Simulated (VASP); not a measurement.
Set up this calculation in VASP 6.6.1, as the native input.

- Task: single point
- Functional: PBE
- Potentials or basis: VASP PAW PBE potentials, release 64 (Al, B, N)
- Cutoff: 520 eV
- k mesh: 6 × 6 × 2
- Occupations: gaussian, width 0.1 eV
- Spin: no spin polarisation
- Dipole correction: no
- Further INCAR settings: ALGO = Normal; EDIFF = 1e-07; NBANDS = 36

The structure of Al2BN3 lies in POSCAR:

```
Al2BN3
1.0
    3.1171191642      0.0000000000      0.0000000000
   -1.5585595821      2.6995043828      0.0000000000
    0.0000000000      0.0000000000     12.8811433884
Al B N
4 2 6
Direct
    0.3333333333      0.6666666667      0.0911893585
    0.3333333333      0.6666666667      0.4088106415
    0.6666666667      0.3333333333      0.5911893585
    0.6666666667      0.3333333333      0.9088106415
    0.3333333333      0.6666666667      0.7500000000
    0.6666666667      0.3333333333      0.2500000000
    0.3333333333      0.6666666667      0.2500000000
    0.3333333333      0.6666666667      0.5890936981
    0.3333333333      0.6666666667      0.9109063019
    0.6666666667      0.3333333333      0.0890936981
    0.6666666667      0.3333333333      0.4109063019
    0.6666666667      0.3333333333      0.7500000000
```

These files were run (other wordings do the same):

INCAR

```
SYSTEM = Al2BN3
PREC = Accurate ; ENCUT = 520
EDIFF = 1E-7 ; ISMEAR = 0
SIGMA = 0.1 ; LREAL = .False.
LASPH = .True. ; NELM = 60
ALGO = Normal ; ISIF = 2
LWAVE = .False. ; LCHARG = .True.
GGA = PE ; LELF = .True.
LVHAR = .True. ; NBANDS = 36
```

KPOINTS

```
regular mesh
0
Gamma
  6 6 2
  0 0 0
```

Potentials or basis: VASP PAW PBE potentials, release 64 (Al, B, N).

Run with:

```sh
$ cat potpaw_PBE.64/Al/POTCAR potpaw_PBE.64/B/POTCAR potpaw_PBE.64/N/POTCAR > POTCAR
$ mpirun -np 1 vasp_std > vasp.out
```

It gave:

| Item | Value |
| --- | --- |
| Pressure | -0.2 GPa |
| Largest force | 0.007 eV/Å |
| Band gap on the k mesh | 1.82 eV |

Run time: 32 s on 1 thread of AMD EPYC 9R45 96-Core Processor (Zen 5), with other jobs on the host, peak memory 0.2 GiB.
